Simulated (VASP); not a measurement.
# NaI (I-4m2) in VASP: notebook

The runs below take NaI through single point, with PBE, r2SCAN.

Program: VASP 6.6.1. These are calculated values, not measurements. Logs are shortened: lines on timing, memory, paths and dates and some standing lists are left out, and cuts for length are marked.

## Step 1: The cell of the first run

The structure is tetragonal, space group I-4m2 (No. 119). Conventional cell: a = 5.139 Å, b = 5.139 Å, c = 6.745 Å, α = 90.00°, β = 90.00°, γ = 90.00°. Na (site symmetry -4m2) has 4 I at 3.07 Å within 4.0 Å. Within 4.0 Å of I (site symmetry -4m2) lie 4 Na at 3.07 Å.

## Step 2: Single point, PBE (epitaxial xy strain +2.6%)

INCAR

```
SYSTEM = NaI
PREC = Accurate
ENCUT = 520
EDIFF = 1E-6
ISMEAR = -1
SIGMA = 0.02
LREAL = .False.
LASPH = .True.
NELM = 60
ALGO = Normal
ISIF = 2
LWAVE = .False.
LCHARG = .False.
GGA = PE
NBANDS = 14
```

KPOINTS

```
Automatic mesh
0
Gamma
  6 6 6
  0 0 0
```

POSCAR

```
NaI
1.0
    0.0000000000      3.6338973880      3.3727076133
    3.6338973880      0.0000000000      3.3727076133
    3.6338973880      3.6338973880      0.0000000000
Na I
1 1
Direct
    0.0000000000      0.0000000000      0.0000000000
    0.2500000000      0.2500000000      0.2500000000
```

Potentials or basis: VASP PAW PBE potentials, release 64 (Na_pv, I).

Started as:

```
cat potpaw_PBE.64/Na_pv/POTCAR potpaw_PBE.64/I/POTCAR > POTCAR
mpirun -np 1 vasp_std > vasp.out
```

OUTCAR:

```text
SYSTEM = NaI
   PREC = Accurate
   ENCUT = 520
   EDIFF = 1E-6
   ISMEAR = -1
   LREAL = .False.
   LASPH = .True.
   NELM = 60
   ISIF = 2
   GGA = PE

 ion  position               nearest neighbor table
   1  0.000  0.000  0.000-   2 3.07   2 3.07   2 3.07   2 3.07
   2  0.250  0.250  0.250-   1 3.07   1 3.07   1 3.07   1 3.07

  LATTYP: Found a body centered tetragonal cell.
 ALAT       =     5.1391069704
 C/A-ratio  =     1.3125656394

  Lattice vectors:

 A1 = (   0.0000000000,  -3.6338973880,  -3.3727076133)
 A2 = (   0.0000000000,   3.6338973880,  -3.3727076133)
 A3 = (   3.6338973880,   0.0000000000,   3.3727076133)

Analysis of symmetry for initial positions (statically):
=====================================================================
 Subroutine PRICEL returns:
 Original cell was already a primitive cell.

 Routine SETGRP: Setting up the symmetry group for a
 body centered tetragonal supercell.

 Subroutine GETGRP returns: Found  8 space group operations
 (whereof  8 operations were pure point group operations)
 out of a pool of 16 trial point group operations.

The static configuration has the point symmetry D_2d.

Analysis of symmetry for dynamics (positions and initial velocities):
=====================================================================
 Subroutine PRICEL returns:
 Original cell was already a primitive cell.

 Routine SETGRP: Setting up the symmetry group for a
 body centered tetragonal supercell.

 Subroutine GETGRP returns: Found  8 space group operations
 (whereof  8 operations were pure point group operations)
 out of a pool of 16 trial point group operations.

The dynamic configuration has the point symmetry D_2d.

 Subroutine INISYM returns: Found  8 space group operations
 (whereof  8 operations are pure point group operations),
 and found     1 'primitive' translations

----------------------------------------------------------------------------------------

                                     Primitive cell

  volume of cell :      89.0746

  direct lattice vectors                    reciprocal lattice vectors
     0.000000000  3.633897388  3.372707613    -0.137593318  0.137593318  0.148248843
     3.633897388  0.000000000  3.372707613     0.137593318 -0.137593318  0.148248843
     3.633897388  3.633897388  0.000000000     0.137593318  0.137593318 -0.148248843

  length of vectors
     4.957859102  4.957859102  5.139106970     0.244625350  0.244625350  0.244625350

  position of ions in fractional coordinates (direct lattice)
     0.000000000  0.000000000  0.000000000
     0.250000000  0.250000000  0.250000000

  ion indices of the primitive-cell ions
   primitive index   ion index
                 1           1
                 2           2

----------------------------------------------------------------------------------------

 KPOINTS: Automatic mesh

Automatic generation of k-mesh.
 Grid dimensions read from file:
 generate k-points for:    6    6    6

 Generating k-lattice:

  Cartesian coordinates                     Fractional coordinates (reciprocal lattice)
    -0.022932220  0.022932220  0.024708140     0.166666667 -0.000000000  0.000000000
     0.022932220 -0.022932220  0.024708140    -0.000000000  0.166666667  0.000000000
     0.022932220  0.022932220 -0.024708140     0.000000000  0.000000000  0.166666667

  Length of vectors
     0.040770892  0.040770892  0.040770892

  Shift w.r.t. Gamma in fractional coordinates (k-lattice)
     0.000000000  0.000000000  0.000000000

 Subroutine IBZKPT returns following result:
 ===========================================

 Found     30 irreducible k-points:

 Following reciprocal coordinates:
            Coordinates               Weight
  0.000000  0.000000  0.000000      1.000000
  0.166667 -0.000000  0.000000      8.000000
  0.333333  0.000000  0.000000      8.000000
  0.500000 -0.000000  0.000000      4.000000
  0.166667  0.166667  0.000000      2.000000
  0.333333  0.166667  0.000000      8.000000
[... 16 lines left out ...]
  0.333333  0.000000  0.333333      4.000000
  0.500000 -0.000000  0.333333     16.000000
 [... further k-points ...]
   k-points           NKPTS =     30   k-points in BZ     NKDIM =     30   number of bands    NBANDS=     14
   number of dos      NEDOS =    301   number of ions     NIONS =      2
   total plane-waves  NPLWV =  64000
   dimension x,y,z NGX =    40 NGY =   40 NGZ =   40
   dimension x,y,z NGXF=    80 NGYF=   80 NGZF=   80
   ions per type =               1   1
   NGX,Y,Z   is equivalent  to a cutoff of  13.41, 13.41, 12.94 a.u.
   NGXF,Y,Z  is equivalent  to a cutoff of  26.83, 26.83, 25.88 a.u.
 SYSTEM =  NaI
   PREC   = accura    normal or accurate (medium, high low for compatibility)
   ISTART =      0    job   : 0-new  1-cont  2-samecut
   ICHARG =      2    charge: 1-file 2-atom 10-const
   ISPIN  =      1    spin polarized calculation?
   LNONCOLLINEAR =      F non collinear calculations
   LSORBIT =      F    spin-orbit coupling
   LASPH  =      T    aspherical Exc in radial PAW
   ENCUT  =  520.0 eV  38.22 Ry    6.18 a.u.   9.22  9.22  9.56*2*pi/ulx,y,z
   NELM   =     60;   NELMIN=  2; NELMDL= -5     # of ELM steps
   EDIFF  = 0.1E-05   stopping-criterion for ELM
   LREAL  =      F    real-space projection
   EDIFFG = 0.1E-04   stopping-criterion for IOM
   NSW    =      0    number of steps for IOM
   IBRION =     -1    ionic relax: 0-MD 1-quasi-New 2-CG
   NFREE  =      0    steps in history (QN), initial steepest desc. (CG)
   ISIF   =      2    stress and relaxation
   ISYM   =      2    0-nonsym 1-usesym 2-fastsym
   POTIM  = 0.5000    time-step for ionic-motion
   TEBEG  =    0.0;   TEEND  =   0.0 temperature during run
   PSTRESS=    0.0 pullay stress
   NELECT =      14.0000    total number of electrons
   NUPDOWN=      -1.0000    fix difference up-down
   EMIN   =  10.00;   EMAX   =-10.00  energy-range for DOS
   EFERMI =   0.00;   METHOD = LEGACY
   ISMEAR =    -1;   SIGMA  =   0.02  broadening in eV -4-tet -1-fermi 0-gaus
   EFERMI_NEDOS =   21; number of points for ismear=-14 and -15
   IALGO  =     38    algorithm
   IMIX   =      4    mixing-type and parameters
     AMIX     =   0.40;   BMIX     =  1.00
     AMIX_MAG =   1.60;   BMIX_MAG =  1.00
  volume/ion in A,a.u.               =      44.54       300.55
  Fermi-wavevector in a.u.,A,eV,Ry     =   0.883486  1.669546 10.619986  0.780547
  Thomas-Fermi vector in A             =   2.004258
   LORBIT       =      0    0 simple, 1 ext, 2 COOP (PROOUT), +10 PAW based schemes
   GGA     = PE    functional components
   LHFCALC =     F    Hartree Fock is set to
   AEXX    =    0.0000 exact exchange contribution
   IVDW    =     0    specifies the selected vdW correction
   LEPSILON=     F    determine dielectric tensor
   LRPA    =     F    only Hartree local field effects (RPA)
 non-spin polarized calculation
  energy-cutoff  :      520.00
  volume of cell :       89.07
 maximum number of plane-waves:      2416
 NGX is ok and might be reduce to    40
   NGX = 19   NGY = 19   NGZ = 19

 number of electron      14.0000005 magnetization

 Free energy of the ion-electron system (eV)
  ---------------------------------------------------
  ext. energy  EPLUGINS =         0.00000000
  ---------------------------------------------------
  free energy    TOTEN  =        -5.28955613 eV

  energy without entropy =       -5.28955613  energy(sigma->0) =       -5.28955613

 E-fermi :  -0.6174     XC(G=0):  -6.4594

 val. band max:       -1.0632877215   @ k =   0.0000   0.0000   0.0000
 cond. band min:       2.6980553487   @ k =   0.0000   0.0000   0.0000
 fundamental gap:      3.7613430702
 Fermi energy:        -0.6174200441

 k-point     1 :       0.0000    0.0000    0.0000
  band No.  band energies     occupation
      1     -23.2176      2.00000
      2     -23.2115      2.00000
      3     -23.2115      2.00000
      4     -11.5419      2.00000
      5      -1.1325      2.00000
      6      -1.1325      2.00000
      7      -1.0633      2.00000
      8       2.6981      0.00000
      9       6.7552      0.00000
     10       6.7552      0.00000
     11       6.8938      0.00000
     12       8.1555      0.00000
     13       8.8755      0.00000
     14       9.8664      0.00000

 k-point     2 :       0.1667   -0.0000    0.0000
  band No.  band energies     occupation
      1     -23.2179      2.00000
      2     -23.2119      2.00000
      3     -23.2116      2.00000
      4     -11.5103      2.00000
      5      -1.4957      2.00000
      6      -1.1808      2.00000
      7      -1.1077      2.00000
      8       3.2777      0.00000
      9       6.4226      0.00000
     10       6.8391      0.00000
     11       7.0362      0.00000
     12       7.9342      0.00000
     13       8.3437      0.00000
     14       9.7619      0.00000

 k-point     3 :       0.3333    0.0000    0.0000
  band No.  band energies     occupation
      1     -23.2186      2.00000
      2     -23.2126      2.00000
      3     -23.2118      2.00000
      4     -11.4456      2.00000
      5      -2.0851      2.00000
      6      -1.2731      2.00000
      7      -1.1506      2.00000
      8       4.0983      0.00000
      9       6.2963      0.00000
     10       6.5171      0.00000
     11       7.0217      0.00000
     12       8.6570      0.00000
     13       8.8226      0.00000
     14       9.2370      0.00000
[... 324 lines left out ...]
 k-point    23 :       0.3333    0.0000    0.3333
  band No.  band energies     occupation
      1     -23.2183      2.00000
      2     -23.2135      2.00000
      3     -23.2119      2.00000
      4     -11.4205      2.00000
      5      -2.0641      2.00000
      6      -1.3787      2.00000
      7      -1.3626      2.00000
      8       4.2480      0.00000
      9       5.4421      0.00000
     10       6.6088      0.00000
     11       8.0445      0.00000
     12       8.5133      0.00000
     13       9.6579      0.00000
     14      11.3655      0.00000

 k-point    24 :       0.5000   -0.0000    0.3333
  band No.  band energies     occupation
      1     -23.2186      2.00000
      2     -23.2138      2.00000
      3     -23.2120      2.00000
      4     -11.3874      2.00000
      5      -2.1722      2.00000
      6      -1.5879      2.00000
      7      -1.3953      2.00000
      8       4.4530      0.00000
      9       5.5273      0.00000
     10       6.8316      0.00000
     11       8.1761      0.00000
     12       8.9360      0.00000
     13      10.0923      0.00000
     14      10.8234      0.00000

 [... further k-points ...]

------------------------ aborting loop because EDIFF is reached ----------------------------------------

  FORCE on cell =-STRESS in cart. coord.  units (eV):
  Direction    XX          YY          ZZ          XY          YZ          ZX
  --------------------------------------------------------------------------------------
  -------------------------------------------------------------------------------------
  Total        0.1726524      0.1726524      0.2029331      0.0000000      0.0000000      0.0000000
  in kB        3.1054825      3.1054825      3.6501400      0.0000000      0.0000000      0.0000000
  external PRESSURE =       3.2870350 kB  Pullay stress =       0.0000000 kB

 VOLUME and BASIS-vectors are now :
 -----------------------------------------------------------------------------
  energy-cutoff  :      520.00
  volume of cell :       89.07
      direct lattice vectors                 reciprocal lattice vectors
     0.000000000  3.633897388  3.372707613    -0.137593318  0.137593318  0.148248843
     3.633897388  0.000000000  3.372707613     0.137593318 -0.137593318  0.148248843
     3.633897388  3.633897388  0.000000000     0.137593318  0.137593318 -0.148248843

 POSITION                                       TOTAL-FORCE (eV/Angst)
 -----------------------------------------------------------------------------------
      0.00000      0.00000      0.00000        -0.000000     -0.000000     -0.000000
      1.81695      1.81695      1.68635         0.000000      0.000000      0.000000
 -----------------------------------------------------------------------------------
    total drift:                                0.000001      0.000001      0.000001

  FREE ENERGIE OF THE ION-ELECTRON SYSTEM (eV)
  ---------------------------------------------------
  free  energy   TOTEN  =        -5.2895561338 eV

  energy  without entropy=       -5.2895561338  energy(sigma->0) =       -5.28955613
```

Wall time 14 s (1 thread of Intel Xeon 6975P-C (Granite Rapids), shared host); peak memory 0.25 GiB.

Results:

```yaml
Free_energy: -5.2896 eV
Pressure: 0.3 GPa
Band_gap_on_the_k_mesh: 3.76 eV, direct
```

Caveat: the cell differs from its parent crystal (epitaxial xy strain +2.6%); spin-orbit coupling is left out, which moves the levels of the heavy elements.

## Step 3: Single point, r2SCAN (epitaxial xy strain +2.6%)

POSCAR is that of step 2.

INCAR.step1

```
PREC     = Accurate       # precision mode
ENCUT    = 520            # plane-wave cutoff, eV
ISMEAR   = 0              # smearing method
SIGMA    = 0.01           # smearing width, eV
LREAL    = F              # projectors in reciprocal space
LASPH    = T              # aspherical terms in the spheres
NELM     = 100            # most SCF steps
NBANDS   = 14             # bands
GGA      = PE             # functional
ALGO     = Normal         # electronic algorithm
EDIFF    = 1E-4           # SCF threshold, eV
LWAVE    = T              # write WAVECAR
LCHARG   = F              # write CHGCAR
```

INCAR.step2

```
PREC     = Accurate       # precision mode
ENCUT    = 520            # plane-wave cutoff, eV
EDIFF    = 1E-6           # SCF threshold, eV
ISMEAR   = 0              # smearing method
SIGMA    = 0.01           # smearing width, eV
LREAL    = F              # projectors in reciprocal space
LASPH    = T              # aspherical terms in the spheres
NELM     = 100            # most SCF steps
ALGO     = Normal         # electronic algorithm
ISIF     = 2              # what is computed and relaxed
LWAVE    = F              # write WAVECAR
LCHARG   = F              # write CHGCAR
METAGGA  = R2SCAN         # meta-GGA
LMIXTAU  = T            
NBANDS   = 14             # bands
ISTART   = 1
```

KPOINTS

```
regular mesh
0
Gamma
  6 6 6
```

Potentials or basis: VASP PAW PBE potentials, release 64 (Na_pv, I).

Started as:

```
cat potpaw_PBE.64/Na_pv/POTCAR potpaw_PBE.64/I/POTCAR > POTCAR
cp INCAR.step1 INCAR
mpirun -np 1 vasp_std > vasp.out
cp INCAR.step2 INCAR
mpirun -np 1 vasp_std > vasp.out
```

It took 68 s on 1 thread of Intel Xeon 6975P-C (Granite Rapids), shared host; peak memory 0.26 GiB.

Results (log left out):

| Item | Value |
| --- | --- |
| Free energy | -30.9168 eV |
| Pressure | -0.1 GPa |
| Band gap on the k mesh | 4.36 eV, direct |

Levels at points of the mesh, in eV from the valence-band top:
| k point | band 3 | band 4 | band 5 | band 6 | band 7 | band 8 | band 9 | band 10 | band 11 | band 12 |
| --- | --- | --- | --- | --- | --- | --- | --- | --- | --- | --- |
| (0.00, 0.00, 0.00) | -22.94 | -10.78 | -0.07 | -0.07 | 0.00 | 4.36 | 8.49 | 8.49 | 8.61 | 9.81 |
| (0.50, 0.00, 0.00) | -22.94 | -10.65 | -1.26 | -0.26 | -0.11 | 6.02 | 7.95 | 8.14 | 8.48 | 11.21 |
| (0.50, 0.50, 0.00) | -22.94 | -10.58 | -1.08 | -0.55 | -0.55 | 5.51 | 6.60 | 10.19 | 11.00 | 11.00 |
| (0.50, 0.00, 0.50) | -22.94 | -10.61 | -1.20 | -0.41 | -0.37 | 5.54 | 6.91 | 9.55 | 10.81 | 11.72 |

Caveat: the cell differs from its parent crystal (epitaxial xy strain +2.6%); the PAW data sets were made with another functional, which shifts forces and pressure a little; spin-orbit coupling is left out, which moves the levels of the heavy elements.
